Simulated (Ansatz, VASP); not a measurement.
## AlCu3: VASP beside Ansatz

```
CELL_PARAMETERS angstrom
3.55924 0.00000 0.00000
0.00000 3.55924 0.00000
0.00000 0.00000 3.55924
ATOMIC_POSITIONS crystal
Al 0.00000 0.00000 0.00000
Cu 0.50000 0.48395 0.00000
Cu 0.50000 0.00000 0.50000
Cu 0.00000 0.51605 0.50000
```

Change from the starting cell: mode 5 frozen in at -0.058 Å, equal normal strain along x, y and z -0.0083.

Alike in both runs: task single point; functional LDA; k mesh 12 × 12 × 12; occupations gaussian, width 0.15 eV; no spin polarisation.

```csv
,VASP,Ansatz
version,VASP 6.6.1,Ansatz 0.2.0
potentials or method,"VASP PAW LDA potentials, release 64 (Al, Cu), cutoff 520 eV","scalar-relativistic, plane waves, PAW"
valence electrons in the cell,36,60
```

Ansatz gave:

* gap on the k mesh at the Fermi level (eV): none
* pressure (GPa): 4.7
* rms of the force components (eV/Å): 0.172

**Question.** What did VASP give for the same quantities?

**Answer.** gap on the k mesh at the Fermi level (eV): none; pressure (GPa): 5.2; rms of the force components (eV/Å): 0.174.

Ansatz warns that its potentials were made for another functional, while VASP's fit it. LDA's correlation is that of Perdew and Zunger in VASP and of Perdew and Wang (1992) in Ansatz. Atom by atom the forces differ by 0.002 eV/Å (rms over components). A gap of «none» marks a metal or a gap that the smearing closes. VASP's potentials hold 36 valence electrons a cell and Ansatz's 60, so a difference there can come from the potentials and not from the codes.
